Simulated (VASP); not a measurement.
Here is a VASP 6.6.1 calculation.

Contents of INCAR:

```
SYSTEM = Al
  PREC = Accurate
  ENCUT = 520
  EDIFF = 1E-6
  ISMEAR = -1
  SIGMA = 0.1
  LREAL = .False.
  LASPH = .True.
  NELM = 60
  ALGO = Normal
  ISIF = 2
  LWAVE = .False.
  LCHARG = .False.
  GGA = RE
  NBANDS = 10
```

Contents of KPOINTS:

```
regular mesh
0
Gamma
  10 10 10
  0 0 0
```

Contents of POSCAR:

```
Al
1.0
    0.0000000000      2.9156052686      2.9156052686
    2.9156052686      0.0000000000      2.9156052686
    2.9156052686      2.9156052686      0.0000000000
Al
2
Direct
    0.1250000000      0.1250000000      0.1250000000
    0.8750000000      0.8750000000      0.8750000000
```

Potentials or basis: VASP PAW PBE potentials, release 64 (Al).

The run is started by

```bash
$ cat potpaw_PBE.64/Al/POTCAR > POTCAR
$ mpirun -np 1 vasp_std > vasp.out
```

(1) Estimate the band gap on the k mesh.

(2) Estimate the pressure.

## Answers

(1) zero (band 3 reaches 5.87 eV, above the bottom of band 4 at 2.06 eV).

(2) 5.9 GPa.

Caveat: the PAW data sets were made with another functional, which shifts forces and pressure a little.
